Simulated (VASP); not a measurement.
WC, 2 atoms in the cell. The structure is hexagonal, space group P-6m2 (No. 187). The conventional cell has a = 2.913 Å, b = 2.913 Å, c = 2.835 Å, α = 90.00°, β = 90.00°, γ = 120.00°. W (site symmetry -6m2) has 6 C at 2.20 Å and 8 W at 2.84 to 2.91 Å within 3.0 Å. Within 3.0 Å of C (site symmetry -6m2) lie 6 W at 2.20 Å and 8 C at 2.84 to 2.91 Å. 

* Program: VASP 6.6.1
* Task: single point
* Functional: r2SCAN
* Potentials or basis: VASP PAW PBE potentials, release 64 (W_sv, C_h)
* Cutoff: 910 eV
* k mesh: 18 × 18 × 16
* Occupations: fermi-dirac, width 0.1 eV
* Spin: no spin polarisation
* Dipole correction: no
* Further INCAR settings: ALGO = Normal; EDIFF = 1e-06; NBANDS = 16

Potentials or basis: VASP PAW PBE potentials, release 64 (W_sv, C_h).

The run is started by

```sh
$ cat potpaw_PBE.64/W_sv/POTCAR potpaw_PBE.64/C_h/POTCAR > POTCAR
$ cp INCAR.step1 INCAR
$ mpirun -np 1 vasp_std > vasp.out
$ cp INCAR.step2 INCAR
$ mpirun -np 1 vasp_std > vasp.out
```

Hardware: 1 thread of Intel(R) Xeon(R) Platinum 8488C (Sapphire Rapids) (shared host).

Problem. Estimate the wall time of this run.

Solution. Wall time 8 min on 1 thread of Intel(R) Xeon(R) Platinum 8488C (Sapphire Rapids), with other jobs on the host, peak memory 0.37 GiB. Counts: k points 333.
